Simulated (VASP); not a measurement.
Crystal: BiTe.

```
CELL_PARAMETERS angstrom
0.00000 3.23500 3.23500
3.23500 0.00000 3.23500
3.23500 3.23500 0.00000
ATOMIC_POSITIONS crystal
Bi 0.50000 0.50000 0.50000
Te 0.00000 0.00000 0.00000
```

Base run:

| Quantity | Value |
| --- | --- |
| Program | VASP 6.6.1 |
| Functional | BLYP |
| Dispersion | D3(BJ) |
| Potentials or basis | VASP PAW PBE potentials, release 64 (Bi_d, Te) |
| Cutoff | 520 eV |
| k mesh | 6 × 6 × 6 |
| Occupations | gaussian, width 0.05 eV |
| Spin | no spin polarisation |

Its results: pressure -0.7 GPa.

Question: The run is repeated on the same cell with these changes: functional from BLYP to revPBE; dispersion from D3(BJ) to none. What comes out?

Answer: Pressure 1.8 GPa.

Several settings changed at once, so the effect can't be laid on one alone.

Caveats: the PAW data sets were made with another functional, which shifts forces and pressure a little; pairwise dispersion overbinds metals, which lowers pressure and volume (some runs).
